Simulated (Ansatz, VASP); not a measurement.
# Two plane-wave programs on YBe

```
Y Be
1.0
     0.00000    2.59203    2.59203
     2.59203    0.00000    2.59203
     2.59203    2.59203    0.00000
Y Be
1 1
Direct
  0.00000 0.00000 0.00000
  0.50000 0.50000 0.50000
```

Alike in both runs: task relaxation of cell and atoms; functional PBE; k mesh 6 × 6 × 6; occupations gaussian, width 0.1 eV; no spin polarisation.

```csv
,VASP,Ansatz
version,VASP 6.6.1,Ansatz 0.2.0
potentials or method,"VASP PAW PBE potentials, release 64 (Y_sv, Be), cutoff 600 eV","scalar-relativistic, plane waves, PAW"
valence electrons in the cell,13,13
```

VASP gave:

```
gap on the k mesh at the Fermi level, each at its own relaxed structure (eV) : none
relaxed volume (Å³/atom)                                                     : 22.87
relaxed cell length with the largest relative difference (Å)                 : 4.014
```

**Question.** Estimate Ansatz's values.

**Answer.** gap on the k mesh at the Fermi level, each at its own relaxed structure (eV): none; relaxed volume (Å³/atom): 22.82; relaxed cell length with the largest relative difference (Å): 4.011.

A gap of «none» marks a metal or a gap that the smearing closes.

Noted on VASP's run: the volume moved by over 15 % at a fixed basis, so the end points are rough.
